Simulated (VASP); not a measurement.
Wanted: the native input for a VASP 6.6.1 run.

- Task: single point
- Functional: LDA
- Potentials or basis: VASP PAW LDA potentials, release 64 (Na_pv, Cl)
- Cutoff: 520 eV
- k mesh: 6 × 6 × 6
- Occupations: gaussian, width 0.05 eV
- Spin: no spin polarisation
- Dipole correction: no
- Further INCAR settings: ALGO = Normal; EDIFF = 1e-07; NBANDS = 14

The structure of NaCl lies in POSCAR:

```
NaCl
1.0
    3.5021900000      0.0000000000      0.0000000000
    0.0000000000      3.5021900000      0.0000000000
    0.0000000000      0.0000000000      3.5021900000
Na Cl
1 1
Direct
    0.0000000000      0.0000000000      0.0000000000
    0.5000000000      0.5000000000      0.5000000000
```

These files were run (other wordings do the same):

INCAR

```
SYSTEM = NaCl
PREC = Accurate
ENCUT = 520
EDIFF = 1E-7
ISMEAR = 0
SIGMA = 0.05
LREAL = .FALSE.
LASPH = .TRUE.
NELM = 80
ALGO = Normal
ISIF = 2
LWAVE = .FALSE.
LCHARG = .FALSE.
NBANDS = 14
```

KPOINTS

```
Automatic mesh
0
G
  6 6 6
  0 0 0
```

Potentials or basis: VASP PAW LDA potentials, release 64 (Na_pv, Cl).

The run is started by

```bash
$ cat potpaw_LDA.64/Na_pv/POTCAR potpaw_LDA.64/Cl/POTCAR > POTCAR
$ mpirun -np 1 vasp_std > vasp.out
```

It gave:

```
Pressure               : -3.1 GPa
Band gap on the k mesh : 3.61 eV, indirect (least direct gap 4.12 eV)
```

Run time: 4.1 s on 1 thread of Intel(R) Xeon(R) 6975P-C (Granite Rapids), with other jobs on the host, peak memory 0.13 GiB.
